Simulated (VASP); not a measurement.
# NaCl (Pm-3m) in VASP: further runs, part 2 of 2

VASP 6.6.1. The steps go on from the part before.

### 4 Single point, MS2

File INCAR:

```
SYSTEM = NaCl
ALGO     = Normal         ! electronic algorithm
EDIFF    = 1E-6           ! SCF threshold, eV
EFERMI   = MIDGAP       
ENCUT    = 520            ! plane-wave cutoff, eV
GGA_COMPAT= .FALSE.      
ISMEAR   = -5             ! smearing method
KPAR     = 2            
LASPH    = .TRUE.         ! aspherical terms in the spheres
LCHARG   = .FALSE.        ! write CHGCAR
LMIXTAU  = .TRUE.       
LORBIT   = 11             ! projections on sites
LREAL    = .FALSE.        ! projectors in reciprocal space
LWAVE    = .FALSE.        ! write WAVECAR
METAGGA  = MS2            ! meta-GGA
NBANDS   = 23             ! bands
NEDOS    = 4001           ! points of the DOS
NELM     = 120            ! most SCF steps
PREC     = Accurate       ! precision mode
```

File KPOINTS:

```
Automatic mesh
0
Gamma
  23 23 23
  0 0 0
```

File POSCAR:

```
NaCl
1.0
    3.5021900000      0.0000000000      0.0000000000
    0.0000000000      3.5021900000      0.0000000000
    0.0000000000      0.0000000000      3.5021900000
Cl Na
1 1
Direct
    0.5000000000      0.5000000000      0.5000000000
    0.0000000000      0.0000000000      0.0000000000
```

Potentials or basis: VASP PAW PBE potentials, release 64 (Cl, Na_pv).

On the command line:

```sh
cat potpaw_PBE.64/Cl/POTCAR potpaw_PBE.64/Na_pv/POTCAR > POTCAR
mpirun -np 2 vasp_std > vasp.out
```

OUTCAR:

```text
SYSTEM = NaCl
   EDIFF = 1E-6
   EFERMI = MIDGAP
   ENCUT = 520
   ISMEAR = -5
   LASPH = .TRUE.
   LORBIT = 11
   LREAL = .FALSE.
   METAGGA = MS2
   NELM = 120
   PREC = Accurate

 ion  position               nearest neighbor table
   1  0.500  0.500  0.500-
   2  0.000  0.000  0.000-

  LATTYP: Found a simple cubic cell.
 ALAT       =     3.5021900000

  Lattice vectors:

 A1 = (   3.5021900000,   0.0000000000,   0.0000000000)
 A2 = (   0.0000000000,   3.5021900000,   0.0000000000)
 A3 = (   0.0000000000,   0.0000000000,   3.5021900000)

Analysis of symmetry for initial positions (statically):
=====================================================================
 Subroutine PRICEL returns:
 Original cell was already a primitive cell.

 Routine SETGRP: Setting up the symmetry group for a
 simple cubic supercell.

 Subroutine GETGRP returns: Found 48 space group operations
 (whereof 48 operations were pure point group operations)
 out of a pool of 48 trial point group operations.

The static configuration has the point symmetry O_h .

Analysis of symmetry for dynamics (positions and initial velocities):
=====================================================================
 Subroutine PRICEL returns:
 Original cell was already a primitive cell.

 Routine SETGRP: Setting up the symmetry group for a
 simple cubic supercell.

 Subroutine GETGRP returns: Found 48 space group operations
 (whereof 48 operations were pure point group operations)
 out of a pool of 48 trial point group operations.

The dynamic configuration has the point symmetry O_h .

 Subroutine INISYM returns: Found 48 space group operations
 (whereof 48 operations are pure point group operations),
 and found     1 'primitive' translations

----------------------------------------------------------------------------------------

                                     Primitive cell

  volume of cell :      42.9555

  direct lattice vectors                    reciprocal lattice vectors
     3.502190000  0.000000000  0.000000000     0.285535622  0.000000000  0.000000000
     0.000000000  3.502190000  0.000000000     0.000000000  0.285535622  0.000000000
     0.000000000  0.000000000  3.502190000     0.000000000  0.000000000  0.285535622

  length of vectors
     3.502190000  3.502190000  3.502190000     0.285535622  0.285535622  0.285535622

  position of ions in fractional coordinates (direct lattice)
     0.500000000  0.500000000  0.500000000
     0.000000000  0.000000000  0.000000000

  ion indices of the primitive-cell ions
   primitive index   ion index
                 1           1
                 2           2

----------------------------------------------------------------------------------------

 KPOINTS: Automatic mesh

Automatic generation of k-mesh.
 Grid dimensions read from file:
 generate k-points for:   23   23   23

 Generating k-lattice:

  Cartesian coordinates                     Fractional coordinates (reciprocal lattice)
     0.012414592  0.000000000  0.000000000     0.043478261  0.000000000  0.000000000
[... 22 lines left out ...]
  0.173913  0.000000  0.000000      6.000000
  0.217391  0.000000  0.000000      6.000000
[... 16 lines left out ...]
  0.478261  0.043478  0.000000     24.000000
  0.086957  0.086957  0.000000     12.000000
 [... further k-points ...]
   k-points           NKPTS =    364   k-points in BZ     NKDIM =    364   number of bands    NBANDS=     23
   number of dos      NEDOS =   4001   number of ions     NIONS =      2
   total plane-waves  NPLWV =  21952
   dimension x,y,z NGX =    28 NGY =   28 NGZ =   28
   dimension x,y,z NGXF=    56 NGYF=   56 NGZF=   56
   ions per type =               1   1
   NGX,Y,Z   is equivalent  to a cutoff of  13.29, 13.29, 13.29 a.u.
   NGXF,Y,Z  is equivalent  to a cutoff of  26.58, 26.58, 26.58 a.u.
 SYSTEM =  NaCl
   PREC   = accura    normal or accurate (medium, high low for compatibility)
   ISTART =      0    job   : 0-new  1-cont  2-samecut
   ICHARG =      2    charge: 1-file 2-atom 10-const
   ISPIN  =      1    spin polarized calculation?
   LNONCOLLINEAR =      F non collinear calculations
   LSORBIT =      F    spin-orbit coupling
   LASPH  =      T    aspherical Exc in radial PAW
   ENCUT  =  520.0 eV  38.22 Ry    6.18 a.u.   6.51  6.51  6.51*2*pi/ulx,y,z
   NELM   =    120;   NELMIN=  2; NELMDL= -5     # of ELM steps
   EDIFF  = 0.1E-05   stopping-criterion for ELM
   LREAL  =      F    real-space projection
   EDIFFG = 0.1E-04   stopping-criterion for IOM
   NSW    =      0    number of steps for IOM
   IBRION =     -1    ionic relax: 0-MD 1-quasi-New 2-CG
   NFREE  =      0    steps in history (QN), initial steepest desc. (CG)
   ISIF   =      2    stress and relaxation
   ISYM   =      2    0-nonsym 1-usesym 2-fastsym
   POTIM  = 0.5000    time-step for ionic-motion
   TEBEG  =    0.0;   TEEND  =   0.0 temperature during run

   SCALEE = 1.0000    scale energy and forces
   PSTRESS=    0.0 pullay stress
   NELECT =      14.0000    total number of electrons
   NUPDOWN=      -1.0000    fix difference up-down
   EMIN   =  10.00;   EMAX   =-10.00  energy-range for DOS
   EFERMI =   0.00;   METHOD = MIDGAP
   ISMEAR =    -5;   SIGMA  =   0.20  broadening in eV -4-tet -1-fermi 0-gaus
   EFERMI_NEDOS =   21; number of points for ismear=-14 and -15
   IALGO  =     38    algorithm
   IMIX   =      4    mixing-type and parameters
     AMIX     =   0.40;   BMIX     =  1.00
     AMIX_MAG =   1.60;   BMIX_MAG =  1.00
  volume/ion in A,a.u.               =      21.48       144.94
  Fermi-wavevector in a.u.,A,eV,Ry     =   1.126621  2.129005 17.269530  1.269275
  Thomas-Fermi vector in A             =   2.263304
   LORBIT       =     11    0 simple, 1 ext, 2 COOP (PROOUT), +10 PAW based schemes
   METAGGA = MS2    functional components
   LHFCALC =     F    Hartree Fock is set to
   AEXX    =    0.0000 exact exchange contribution
   IVDW    =     0    specifies the selected vdW correction
   LEPSILON=     F    determine dielectric tensor
   LRPA    =     F    only Hartree local field effects (RPA)

   CSHIFT  =0.1000    complex shift for real part using Kramers Kronig

   OMEGAMAX=  -1.0    maximum frequency
 non-spin polarized calculation
 Fermi weights with tetrahedron method with Bloechl corrections
  energy-cutoff  :      520.00
  volume of cell :       42.96
 maximum number of plane-waves:      1189
 NGX is ok and might be reduce to    28
   NGX = 13   NGY = 13   NGZ = 13

 number of electron      13.9999982 magnetization

 Free energy of the ion-electron system (eV)
  ---------------------------------------------------
  ext. energy  EPLUGINS =         0.00000000
  ---------------------------------------------------
  free energy    TOTEN  =       -14.72875614 eV

  energy without entropy =      -14.72875614  energy(sigma->0) =      -14.72875614

 E-fermi :   2.3558     XC(G=0):  -8.7197

 val. band max:        0.0606467110   @ k =   0.4783   0.4783   0.0000
 cond. band min:       4.6508685234   @ k =   0.0000   0.0000   0.0000
 fundamental gap:      4.5902218123
 Fermi energy:         2.3557576172

 k-point     1 :       0.0000    0.0000    0.0000
  band No.  band energies     occupation
      1     -22.3523      2.00000
      2     -22.3523      2.00000
      3     -22.3523      2.00000
      4     -14.0921      2.00000
      5      -0.4287      2.00000
      6      -0.4287      2.00000
[... 505 lines left out ...]
      6      -0.5954      2.00000
[... 11 lines left out ...]
     18      20.0182      0.00000
     19      23.7345      0.00000

 [... further k-points ...]

 [bands above 19 left out]

------------------------ aborting loop because EDIFF is reached ----------------------------------------

  FORCE on cell =-STRESS in cart. coord.  units (eV):
  Direction    XX          YY          ZZ          XY          YZ          ZX
  --------------------------------------------------------------------------------------
  -------------------------------------------------------------------------------------
  Total       -0.3892423     -0.3892423     -0.3892423      0.0000000     -0.0000000      0.0000000
  in kB      -14.5181561    -14.5181561    -14.5181561      0.0000000     -0.0000000      0.0000000
  external PRESSURE =     -14.5181561 kB  Pullay stress =       0.0000000 kB

 VOLUME and BASIS-vectors are now :
 -----------------------------------------------------------------------------
  energy-cutoff  :      520.00
  volume of cell :       42.96
      direct lattice vectors                 reciprocal lattice vectors
     3.502190000  0.000000000  0.000000000     0.285535622  0.000000000  0.000000000
     0.000000000  3.502190000  0.000000000     0.000000000  0.285535622  0.000000000
     0.000000000  0.000000000  3.502190000     0.000000000  0.000000000  0.285535622

 POSITION                                       TOTAL-FORCE (eV/Angst)
 -----------------------------------------------------------------------------------
      1.75110      1.75110      1.75110         0.000000      0.000000      0.000000
      0.00000      0.00000      0.00000         0.000000      0.000000      0.000000
 -----------------------------------------------------------------------------------
    total drift:                               -0.000000      0.000000      0.000000

  FREE ENERGIE OF THE ION-ELECTRON SYSTEM (eV)
  ---------------------------------------------------
  free  energy   TOTEN  =       -14.7287561379 eV

  energy  without entropy=      -14.7287561379  energy(sigma->0) =      -14.72875614

 total charge

# of ion       s       p       d       tot
------------------------------------------
    1        1.577   3.599   0.000   5.176
    2        0.038   5.974   0.000   6.012
--------------------------------------------------
tot          1.615   9.573   0.000  11.188
```

Wall time 8.4 min (2 MPI ranks of Intel Xeon Platinum 8488C (Sapphire Rapids), shared host); peak memory 0.38 GiB.

Results:

```
Free energy                                           : -14.7288 eV
Pressure                                              : -1.5 GPa
Band gap on the k mesh                                : 4.59 eV (least direct gap 5.08 eV)
Valence electrons inside the program's atomic spheres : Cl 5.18; Na 6.01
```

Levels at points of the mesh, in eV from the valence-band top:
```csv
k point,band 5,band 6,band 7,band 8,band 9,band 10
"(0.00, 0.00, 0.00)",-0.49,-0.49,-0.49,4.59,9.18,9.18
```

Caveat: the PAW data sets were made with another functional, which shifts forces and pressure a little; an odd mesh through Γ misses points on the zone boundary, where band edges can lie.

### 5 Overview

| task | level | k mesh | cutoff (eV) | smearing | dipole correction | ions in elastic constants | tolerance level | purpose | K density | gap on the mesh (eV) | pressure (GPa) |
| --- | --- | --- | --- | --- | --- | --- | --- | --- | --- | --- | --- |
| elastic constants | PBEsol | 6 × 6 × 6 | 600 | fermi-dirac 0.05 eV | no | relaxed | - | - | - | - | - |
| single point | MS2 | 10 × 10 × 10 | 300 | tetrahedron | - | - | screening | density of states | 6 × 6 × 6 | 4.58 | -1.4 |
| single point | MS2 | 23 × 23 × 23 | 520 | tetrahedron | - | - | screening | density of states | 6 × 6 × 6 | 4.59 | -1.5 |

Alike in all rows: potentials or basis VASP PAW PBE potentials, release 64 (Cl, Na_pv); no spin polarisation; cell as given.

Caveats: the PAW data sets were made with another functional, which shifts forces and pressure a little; the cell is under stress, which shifts elastic constants (at least some runs); the elastic tensor has a negative eigenvalue, so either the cell is unstable as it stands or the mesh is too thin (at least some runs); the cutoff is under 1.25 times the usual one of these potentials, so pressure, stress and relaxed cells hold a basis-set (Pulay) error (at least some runs); an odd mesh through Γ misses points on the zone boundary, where band edges can lie (at least some runs).

Total energies depend on the potentials used, so only differences within one code and one set of settings carry meaning.
